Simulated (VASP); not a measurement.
# Pt (P6_3/mmc) in VASP: further runs

Pt is run at these levels: PBEsol; tasks: single point.

Program: VASP 6.6.1. These are calculated values, not measurements. Logs are shortened: lines on timing, memory, paths and dates and some standing lists are left out, and cuts for length are marked.

## Step 1: The cell of the first run

It takes space group P6_3/mmc (No. 194, hexagonal). The conventional cell has a = 2.540 Å, b = 2.540 Å, c = 4.792 Å, α = 90.00°, β = 90.00°, γ = 120.00°. Within 3.4 Å of Pt (site symmetry -6m2) lie 12 Pt at 2.54 to 2.81 Å.

## Step 2: Single point, PBEsol (strain -0.080 along x and y, +0.000 along z)

Input file INCAR:

```
  ALGO = Normal
  EDIFF = 1E-7
  ENCUT = 520
  GGA = PS
  ISIF = 2
  ISMEAR = 0
  LASPH = True
  LCHARG = False
  LREAL = False
  LWAVE = False
  NBANDS = 17
  NELM = 80
  PREC = Accurate
  SIGMA = 0.15
```

Input file KPOINTS:

```
k-points
0
Gamma
  18 18 10
```

Input file POSCAR:

```
Pt
1.0
    2.5398123665      0.0000000000      0.0000000000
   -1.2699061833      2.1995420302      0.0000000000
    0.0000000000      0.0000000000      4.7921340000
Pt
2
Direct
    0.6666666667      0.3333333333      0.7500000000
    0.3333333333      0.6666666667      0.2500000000
```

Potentials or basis: VASP PAW PBE potentials, release 64 (Pt).

Started as:

```bash
$ cat potpaw_PBE.64/Pt/POTCAR > POTCAR
$ mpirun -np 1 vasp_std > vasp.out
```

OUTCAR:

```text
EDIFF = 1E-7
   ENCUT = 520
   GGA = PS
   ISIF = 2
   ISMEAR = 0
   LASPH = True
   LREAL = False
   NELM = 80
   PREC = Accurate

 ion  position               nearest neighbor table
   1  0.667  0.333  0.750-   2 2.81   2 2.81   2 2.81   2 2.81   2 2.81   2 2.81
   2  0.333  0.667  0.250-   1 2.81   1 2.81   1 2.81   1 2.81   1 2.81   1 2.81

  LATTYP: Found a hexagonal cell.
 ALAT       =     2.5398123665
 C/A-ratio  =     1.8868063103

  Lattice vectors:

 A1 = (   2.5398123665,   0.0000000000,   0.0000000000)
 A2 = (  -1.2699061833,   2.1995420302,   0.0000000000)
 A3 = (   0.0000000000,   0.0000000000,   4.7921340000)

Analysis of symmetry for initial positions (statically):
=====================================================================
 Subroutine PRICEL returns:
 Original cell was already a primitive cell.

 Routine SETGRP: Setting up the symmetry group for a
 hexagonal supercell.

 Subroutine GETGRP returns: Found 24 space group operations
 (whereof 12 operations were pure point group operations)
 out of a pool of 24 trial point group operations.

The static configuration has the point symmetry D_3d.
 The point group associated with its full space group is D_6h.

Analysis of symmetry for dynamics (positions and initial velocities):
=====================================================================
 Subroutine PRICEL returns:
 Original cell was already a primitive cell.

 Routine SETGRP: Setting up the symmetry group for a
 hexagonal supercell.

 Subroutine GETGRP returns: Found 24 space group operations
 (whereof 12 operations were pure point group operations)
 out of a pool of 24 trial point group operations.

The dynamic configuration has the point symmetry D_3d.
 The point group associated with its full space group is D_6h.

 Subroutine INISYM returns: Found 24 space group operations
 (whereof 12 operations are pure point group operations),
 and found     1 'primitive' translations

----------------------------------------------------------------------------------------

                                     Primitive cell

  volume of cell :      26.7709

  direct lattice vectors                    reciprocal lattice vectors
     2.539812367  0.000000000  0.000000000     0.393729873  0.227320048  0.000000000
    -1.269906183  2.199542030  0.000000000     0.000000000  0.454640096  0.000000000
     0.000000000  0.000000000  4.792134000     0.000000000  0.000000000  0.208675300

  length of vectors
     2.539812367  2.539812366  4.792134000     0.454640096  0.454640096  0.208675300

  position of ions in fractional coordinates (direct lattice)
     0.666666667  0.333333333  0.750000000
     0.333333333  0.666666667  0.250000000

  ion indices of the primitive-cell ions
   primitive index   ion index
                 1           1
                 2           2

----------------------------------------------------------------------------------------

 KPOINTS: k-points

Automatic generation of k-mesh.
 Grid dimensions read from file:
 generate k-points for:   18   18   10

 Generating k-lattice:

  Cartesian coordinates                     Fractional coordinates (reciprocal lattice)
     0.021873882  0.012628892  0.000000000     0.055555556  0.000000000  0.000000000
     0.000000000  0.025257783  0.000000000     0.000000000  0.055555556  0.000000000
     0.000000000  0.000000000  0.020867530     0.000000000  0.000000000  0.100000000

  Length of vectors
     0.025257783  0.025257783  0.020867530

  Shift w.r.t. Gamma in fractional coordinates (k-lattice)
     0.000000000  0.000000000  0.000000000

 Subroutine IBZKPT returns following result:
 ===========================================

 Found    222 irreducible k-points:

 Following reciprocal coordinates:
            Coordinates               Weight
  0.000000  0.000000  0.000000      1.000000
  0.055556 -0.000000  0.000000      6.000000
  0.111111 -0.000000  0.000000      6.000000
  0.166667  0.000000  0.000000      6.000000
  0.222222  0.000000  0.000000      6.000000
  0.277778  0.000000  0.000000      6.000000
[... 16 lines left out ...]
  0.333333  0.111111  0.000000     12.000000
  0.388889  0.111111  0.000000     12.000000
 [... further k-points ...]
   k-points           NKPTS =    222   k-points in BZ     NKDIM =    222   number of bands    NBANDS=     17
   number of dos      NEDOS =    301   number of ions     NIONS =      2
   total plane-waves  NPLWV =  14400
   dimension x,y,z NGX =    20 NGY =   20 NGZ =   36
   dimension x,y,z NGXF=    40 NGYF=   40 NGZF=   72
   ions per type =               2
   NGX,Y,Z   is equivalent  to a cutoff of  13.09, 13.09, 12.49 a.u.
   NGXF,Y,Z  is equivalent  to a cutoff of  26.18, 26.18, 24.98 a.u.
 SYSTEM =  unknown system
   PREC   = accura    normal or accurate (medium, high low for compatibility)
   ISTART =      0    job   : 0-new  1-cont  2-samecut
   ICHARG =      2    charge: 1-file 2-atom 10-const
   ISPIN  =      1    spin polarized calculation?
   LNONCOLLINEAR =      F non collinear calculations
   LSORBIT =      F    spin-orbit coupling
   LASPH  =      T    aspherical Exc in radial PAW
   ENCUT  =  520.0 eV  38.22 Ry    6.18 a.u.   4.72  4.72  8.91*2*pi/ulx,y,z
   NELM   =     80;   NELMIN=  2; NELMDL= -5     # of ELM steps
   EDIFF  = 0.1E-06   stopping-criterion for ELM
   LREAL  =      F    real-space projection
   EDIFFG = 0.1E-05   stopping-criterion for IOM
   NSW    =      0    number of steps for IOM
   IBRION =     -1    ionic relax: 0-MD 1-quasi-New 2-CG
   NFREE  =      0    steps in history (QN), initial steepest desc. (CG)
   ISIF   =      2    stress and relaxation
   ISYM   =      2    0-nonsym 1-usesym 2-fastsym
   POTIM  = 0.5000    time-step for ionic-motion
   TEBEG  =    0.0;   TEEND  =   0.0 temperature during run
   PSTRESS=    0.0 pullay stress
   NELECT =      20.0000    total number of electrons
   NUPDOWN=      -1.0000    fix difference up-down
   EMIN   =  10.00;   EMAX   =-10.00  energy-range for DOS
   EFERMI =   0.00;   METHOD = LEGACY
   ISMEAR =     0;   SIGMA  =   0.15  broadening in eV -4-tet -1-fermi 0-gaus
   EFERMI_NEDOS =   21; number of points for ismear=-14 and -15
   IALGO  =     38    algorithm
   IMIX   =      4    mixing-type and parameters
     AMIX     =   0.40;   BMIX     =  1.00
     AMIX_MAG =   1.60;   BMIX_MAG =  1.00
  volume/ion in A,a.u.               =      13.39        90.33
  Fermi-wavevector in a.u.,A,eV,Ry     =   1.485470  2.807131 30.022902  2.206621
  Thomas-Fermi vector in A             =   2.598878
   LORBIT       =      0    0 simple, 1 ext, 2 COOP (PROOUT), +10 PAW based schemes
   GGA     = PS    functional components
   LHFCALC =     F    Hartree Fock is set to
   AEXX    =    0.0000 exact exchange contribution
   IVDW    =     0    specifies the selected vdW correction
   LEPSILON=     F    determine dielectric tensor
   LRPA    =     F    only Hartree local field effects (RPA)
 non-spin polarized calculation
 Gauss-broadening in eV      SIGMA  =   0.15
  energy-cutoff  :      520.00
  volume of cell :       26.77
 maximum number of plane-waves:       738
 NGX is ok and might be reduce to    20
   NGX =  9   NGY =  9   NGZ = 17

 number of electron      20.0000002 magnetization

 Free energy of the ion-electron system (eV)
  ---------------------------------------------------
  ext. energy  EPLUGINS =         0.00000000
  ---------------------------------------------------
  free energy    TOTEN  =       -13.08484010 eV

  energy without entropy =      -13.06146421  energy(sigma->0) =      -13.07315216

 E-fermi :  13.4534     XC(G=0): -14.3167

 val. band max:       13.4435753461   @ k =   0.3333   0.0556   0.3000
 cond. band min:      13.4555972103   @ k =   0.2778   0.2222   0.0000
 fundamental gap:      0.0120218642
 Fermi energy:        13.4534198552

 k-point     1 :       0.0000    0.0000    0.0000
  band No.  band energies     occupation
      1       1.8212      2.00000
      2       4.2388      2.00000
      3       7.6276      2.00000
      4       8.9412      2.00000
      5       8.9412      2.00000
      6       9.2754      2.00000
[... 9 lines left out ...]
     16      30.4441      0.00000
     17      37.1379      0.00000

 k-point     2 :       0.0556   -0.0000    0.0000
  band No.  band energies     occupation
      1       1.9669      2.00000
      2       4.3857      2.00000
      3       7.6828      2.00000
      4       8.8571      2.00000
      5       9.0628      2.00000
      6       9.1836      2.00000
[... 9 lines left out ...]
     16      30.7267      0.00000
     17      35.7155      0.00000

 k-point     3 :       0.1111   -0.0000    0.0000
  band No.  band energies     occupation
      1       2.3889      2.00000
      2       4.7989      2.00000
      3       7.7995      2.00000
      4       8.6673      2.00000
      5       8.9776      2.00000
      6       9.4225      2.00000
[... 9 lines left out ...]
     16      31.4834      0.00000
     17      34.0020      0.00000

 k-point     4 :       0.1667    0.0000    0.0000
  band No.  band energies     occupation
      1       3.0378      2.00000
      2       5.3657      2.00000
      3       7.8329      2.00000
      4       8.4076      2.00000
      5       8.9143      2.00000
      6       9.0179      2.00000
[... 9 lines left out ...]
     16      32.2737      0.00000
     17      32.6896      0.00000
[... 343 lines left out ...]
      1       5.4750      2.00000
      2       5.9943      2.00000
      3       6.8286      2.00000
      4       8.0716      2.00000
      5       8.8803      2.00000
      6       9.0584      2.00000
[... 9 lines left out ...]
     16      28.8006      0.00000
     17      31.6881      0.00000

 k-point    23 :       0.3333    0.1111    0.0000
  band No.  band energies     occupation
      1       5.5610      2.00000
      2       5.7653      2.00000
      3       6.4708      2.00000
      4       8.6468      2.00000
      5       8.8195      2.00000
      6       9.5564      2.00000
[... 9 lines left out ...]
     16      28.1142      0.00000
     17      29.3382      0.00000

 k-point    24 :       0.3889    0.1111    0.0000
  band No.  band energies     occupation
      1       5.4404      2.00000
      2       5.6787      2.00000
      3       6.2516      2.00000
      4       8.6808      2.00000
      5       9.2638      2.00000
      6       9.7780      2.00000
[... 9 lines left out ...]
     16      27.5199      0.00000
     17      27.6157      0.00000

 [... further k-points ...]
[... 5 lines left out ...]
  --------------------------------------------------------------------------------------
  -------------------------------------------------------------------------------------
  Total       12.2326834     12.2326834      3.6387825     -0.0000000      0.0000000     -0.0000000
  in kB      732.0984147    732.0984147    217.7728947     -0.0000000      0.0000000     -0.0000000
  external PRESSURE =     560.6565747 kB  Pullay stress =       0.0000000 kB

 VOLUME and BASIS-vectors are now :
 -----------------------------------------------------------------------------
  energy-cutoff  :      520.00
  volume of cell :       26.77
      direct lattice vectors                 reciprocal lattice vectors
     2.539812367  0.000000000  0.000000000     0.393729873  0.227320048  0.000000000
    -1.269906183  2.199542030  0.000000000     0.000000000  0.454640096  0.000000000
     0.000000000  0.000000000  4.792134000     0.000000000  0.000000000  0.208675300

 POSITION                                       TOTAL-FORCE (eV/Angst)
 -----------------------------------------------------------------------------------
      1.26991      0.73318      3.59410        -0.000000      0.000000      0.000000
     -0.00000      1.46636      1.19803         0.000000     -0.000000      0.000000
 -----------------------------------------------------------------------------------
    total drift:                               -0.000000      0.000000     -0.000000

  FREE ENERGIE OF THE ION-ELECTRON SYSTEM (eV)
  ---------------------------------------------------
  free  energy   TOTEN  =       -13.0848400974 eV

  energy  without entropy=      -13.0614642135  energy(sigma->0) =      -13.07315216
```

It took 66 s on 1 thread of Intel Xeon Platinum 8375C at 2.90GHz (Ice Lake), shared host; peak memory 0.21 GiB.

What came out:

```yaml
Free_energy: -13.0848 eV
Pressure: 56.1 GPa
Band_gap_on_the_k_mesh: zero (band 10 reaches 14.63 eV, above the bottom of band 11 at 12.59 eV)
```

Stress tensor (GPa, compression positive):
```
73.21  0.00  0.00
 0.00 73.21  0.00
 0.00  0.00 21.78
```

Levels at points of the mesh, in eV from the Fermi level:
| k point | band 8 | band 9 | band 10 | band 11 | band 12 | band 13 |
| --- | --- | --- | --- | --- | --- | --- |
| (0.00, 0.00, 0.00) | -2.15 | -1.61 | -1.61 | -0.11 | -0.11 | 4.66 |
| (0.50, 0.00, 0.00) | -0.19 | 1.02 | 1.18 | 2.76 | 4.50 | 8.53 |
| (0.00, 0.00, 0.50) | -4.44 | -0.74 | -0.74 | -0.74 | -0.74 | 11.20 |
| (0.50, 0.00, 0.50) | -1.26 | 1.10 | 1.10 | 1.66 | 1.66 | 8.35 |

Caveat: the cell differs from its parent crystal (strain -0.080 along x and y, +0.000 along z); the PAW data sets were made with another functional, which shifts forces and pressure a little; spin-orbit coupling is left out, which moves the levels of the heavy elements.

[end of part 1 of 2]
